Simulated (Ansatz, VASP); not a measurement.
# Te2Mo: VASP beside Ansatz

```
Te Mo
1.0
     3.51820    0.00000    0.00000
    -1.75910    3.04685    0.00000
     0.00000    0.00000   13.97360
Te Mo
4 2
Cartesian
  0.0000 2.0312 8.6776
  1.7591 1.0156 1.6908
  0.0000 2.0312 12.2828
  1.7591 1.0156 5.2960
  0.0000 2.0312 3.4934
  1.7591 1.0156 10.4802
```

Alike in both runs: task electric field gradients; functional PBE; k mesh 14 × 14 × 3; occupations fermi-dirac, width 0.02 eV; no spin polarisation.

|  | VASP | Ansatz |
| --- | --- | --- |
| version | VASP 6.6.1 | Ansatz 0.2.0 |
| potentials or method | VASP PAW PBE potentials, release 64 (Te, Mo_sv) | plane-wave PAW, scalar-relativistic |
| plane-wave cutoff (eV) | 520 | 420 |
| valence electrons in the cell | 52 | 92 |

```csv
,VASP,Ansatz,Ansatz less VASP
gap on the k mesh at the Fermi level (eV),0.74,0.75,+0.006
pressure (GPa),2.9,2.9,-0.01
"traceless stress, the component that is largest in VASP (GPa)",0.51,0.45,-0.058
rms of the force components (eV/Å),0.089,0.083,-0.0067
size of Vzz on the site where it differs most (V/Å²),179.1,175.4,-3.70
```

Atom by atom the forces differ by 0.007 eV/Å (rms over components). VASP's potentials hold 52 valence electrons a cell and Ansatz's 92, so a difference there can come from the potentials and not from the codes.

Spin-orbit coupling is off throughout.
